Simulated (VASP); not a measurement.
Set up this calculation in VASP 6.6.1, as the native input.

```yaml
Task: relaxation of cell and atoms
Functional: PBE
Potentials_or_basis: VASP PAW PBE potentials, release 64 (Na_pv)
Cutoff: 500 eV
k_mesh: 15 × 15 × 15
Occupations: fermi-dirac, width 0.1 eV
Spin: no spin polarisation
Target_pressure: 20 GPa
Dipole_correction: no
Further_INCAR_settings: ALGO = Normal; EDIFF = 1e-07; IBRION = 2; EDIFFG = -0.005; NSW = 60; ISIF = 3
```

The structure of Na lies in POSCAR:

```
Na
1.0
   -2.5589502828      2.5589502828      1.4074226555
    2.5589502828     -2.5589502828      1.4074226555
    2.5589502828      2.5589502828     -1.4074226555
Na
2
Direct
   -0.3750000000     -0.1250000000     -0.2500000000
    0.3750000000      0.1250000000      0.2500000000
```

These files were run (other wordings do the same):

INCAR

```
  PREC = Accurate
  ENCUT = 500
  EDIFF = 1E-7
  ISMEAR = -1
  SIGMA = 0.1
  LREAL = False
  LASPH = True
  NELM = 120
  ALGO = Normal
  ISIF = 3
  LWAVE = False
  LCHARG = False
  GGA = PE
  IBRION = 2
  NSW = 60
  EDIFFG = -0.005
  PSTRESS = 200.0
  GGA_COMPAT = False
  NELMIN = 4
```

KPOINTS

```
Automatic mesh
0
Gamma
  15 15 15
```

Potentials or basis: VASP PAW PBE potentials, release 64 (Na_pv).

Launch:

```console
$ cat potpaw_PBE.64/Na_pv/POTCAR > POTCAR
$ mpirun -np 1 vasp_std > vasp.out
```

Results of the run:

```
Relaxed volume                                             : 18.40 Å³/atom
Relaxed cell                                               : a = 3.889 Å, b = 3.889 Å, c = 3.889 Å, α = 97.42°, β = 97.42°, γ = 137.87°
Space group after relaxing (to 0.1 Å)                      : I4_1/amd (No. 141)
Energy change on relaxing (the run minimises the enthalpy) : +3.3 meV/atom
Ionic steps                                                : 5
Pressure after relaxing                                    : 20.0 GPa
Band gap on the k mesh                                     : zero (bands 7 and 8 overlap by 3.80 eV)
```

Caveat: the cell is relaxed towards a set pressure, so the run minimises the enthalpy, not the energy.

Run time: 2.1 min on 1 thread of AMD EPYC 9R45 96-Core Processor (Zen 5), on a shared host, peak memory 0.18 GiB.
